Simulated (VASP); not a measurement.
Set up this calculation in VASP 6.6.1, as the native input.

```
Task                   : relaxation of cell and atoms
Functional             : r2SCAN
Potentials or basis    : VASP PAW PBE potentials, release 64 (Al, Ru_pv)
Cutoff                 : 600 eV
k mesh                 : 12 × 12 × 12
Occupations            : fermi-dirac, width 0.05 eV
Spin                   : no spin polarisation
Dipole correction      : no
Further INCAR settings : ALGO = Normal; EDIFF = 1e-06; IBRION = 2; EDIFFG = -0.002; NSW = 100; ISIF = 3
```

The system is AlRu.

```
Al Ru
1.0
     2.99160    0.00000    0.00000
     0.00000    2.99160    0.00000
     0.00000    0.00000    2.99160
Al Ru
1 1
Direct
  0.00000 0.00000 0.00000
  0.50000 0.50000 0.50000
```

One way to write it, as run:

POSCAR

```
AlRu
1.0
    2.9916000000      0.0000000000      0.0000000000
    0.0000000000      2.9916000000      0.0000000000
    0.0000000000      0.0000000000      2.9916000000
Al Ru
1 1
Direct
    0.0000000000      0.0000000000      0.0000000000
    0.5000000000      0.5000000000      0.5000000000
```

INCAR.step1

```
SYSTEM = AlRu
PREC     = Accurate       ! precision mode
ENCUT    = 600            ! plane-wave cutoff, eV
ISMEAR   = -1             ! smearing method
SIGMA    = 0.05           ! smearing width, eV
LREAL    = .False.        ! projectors in reciprocal space
LASPH    = .True.         ! aspherical terms in the spheres
NELM     = 60             ! most SCF steps
GGA      = PE             ! functional
ALGO     = Normal         ! electronic algorithm
EDIFF    = 1E-4           ! SCF threshold, eV
LWAVE    = .True.         ! write WAVECAR
LCHARG   = .False.        ! write CHGCAR
```

INCAR.step2

```
SYSTEM = AlRu
PREC     = Accurate       ! precision mode
ENCUT    = 600            ! plane-wave cutoff, eV
EDIFF    = 1E-6           ! SCF threshold, eV
ISMEAR   = -1             ! smearing method
SIGMA    = 0.05           ! smearing width, eV
LREAL    = .False.        ! projectors in reciprocal space
LASPH    = .True.         ! aspherical terms in the spheres
NELM     = 60             ! most SCF steps
ALGO     = Normal         ! electronic algorithm
ISIF     = 3              ! what is computed and relaxed
LWAVE    = .False.        ! write WAVECAR
LCHARG   = .False.        ! write CHGCAR
METAGGA  = R2SCAN         ! meta-GGA
LMIXTAU  = .True.       
IBRION   = 2              ! ionic algorithm
NSW      = 100            ! ionic steps
EDIFFG   = -0.002         ! ionic threshold
ISTART   = 1
```

KPOINTS

```
Automatic mesh
0
Gamma
  12 12 12
  0 0 0
```

Potentials or basis: VASP PAW PBE potentials, release 64 (Al, Ru_pv).

The run is started by

```bash
$ cat potpaw_PBE.64/Al/POTCAR potpaw_PBE.64/Ru_pv/POTCAR > POTCAR
$ cp INCAR.step1 INCAR
$ mpirun -np 1 vasp_std > vasp.out
$ cp INCAR.step2 INCAR
$ mpirun -np 1 vasp_std > vasp.out
```

It gave:

```yaml
Relaxed_volume: 13.27 Å³/atom
Relaxed_cell: a = 2.983 Å, b = 2.983 Å, c = 2.983 Å, α = 90.00°, β = 90.00°, γ = 90.00°
Space_group_after_relaxing_to_0.05_Å: Pm-3m (No. 221)
Energy_gained_by_relaxing: 0.8 meV/atom
Ionic_steps: 3
Pressure_after_relaxing: 0.0 GPa
```

Caveat: the PAW data sets were made with another functional, which shifts forces and pressure a little.

Wall time 6.5 min on 1 thread of AMD EPYC 7R13, on a shared host, peak memory 0.15 GiB.
